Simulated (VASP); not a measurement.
A run of VASP 6.6.1 is set up as follows.

File INCAR:

```
SYSTEM = TiPt3
  ALGO = Fast
  EDIFF = 1E-7
  EDIFFG = -0.005
  ENCUT = 600
  IBRION = 2
  ISIF = 3
  ISMEAR = 0
  LASPH = .True.
  LCHARG = .False.
  LREAL = .False.
  LWAVE = .False.
  NELM = 60
  NSW = 70
  PREC = Accurate
  SIGMA = 0.1
```

File KPOINTS:

```
k-points
0
Gamma
  10 10 10
  0 0 0
```

POSCAR

```
TiPt3
1.0
    3.9481842883      0.0000000000      0.0000000000
    0.0000000000      3.9481842883      0.0000000000
    0.0000000000      0.0000000000      3.9481842883
Ti Pt
1 3
Direct
    0.0000000000      0.0000000000      0.0000000000
    0.0000000000      0.5000000000      0.5000000000
    0.5000000000      0.0000000000      0.5000000000
    0.5000000000      0.5000000000      0.0000000000
```

Potentials or basis: VASP PAW LDA potentials, release 64 (Ti_sv, Pt).

Launch:

```bash
$ cat potpaw_LDA.64/Ti_sv/POTCAR potpaw_LDA.64/Pt/POTCAR > POTCAR
$ mpirun -np 1 vasp_std > vasp.out
```

(1) What does it give for the relaxed cell?

(2) Predict the relaxed volume.

## Answers

(1) a = 3.877 Å, b = 3.877 Å, c = 3.877 Å, α = 90.00°, β = 90.00°, γ = 90.00°.

(2) 14.57 Å³/atom.
